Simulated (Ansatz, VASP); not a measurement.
One calculation of Al, two programs

```
CELL_PARAMETERS angstrom
0.00000 1.99112 1.99112
1.99112 0.00000 1.99112
1.99112 1.99112 0.00000
ATOMIC_POSITIONS crystal
Al 0.00000 0.00000 0.00000
```

Alike in both runs: functional PBE; dispersion D3(BJ); k mesh 18 × 18 × 18; occupations gaussian, width 0.1 eV; no spin polarisation.

Ansatz relaxed the structure, and its values are those at the end. VASP's run is a single point on that final structure, the one shown.

|  | VASP | Ansatz |
| --- | --- | --- |
| version | VASP 6.6.1 | Ansatz 0.2.0 |
| potentials or method | VASP PAW PBE potentials, release 64 (Al), cutoff 520 eV | scalar-relativistic, plane waves, PAW |
| valence electrons in the cell | 3 | 3 |

```tsv
	VASP	Ansatz	Ansatz less VASP
gap on the k mesh at the Fermi level (eV)	none	none	-
pressure (GPa)	0.0	0.0	+0.04
```

A gap of «none» marks a metal or a gap that the smearing closes.
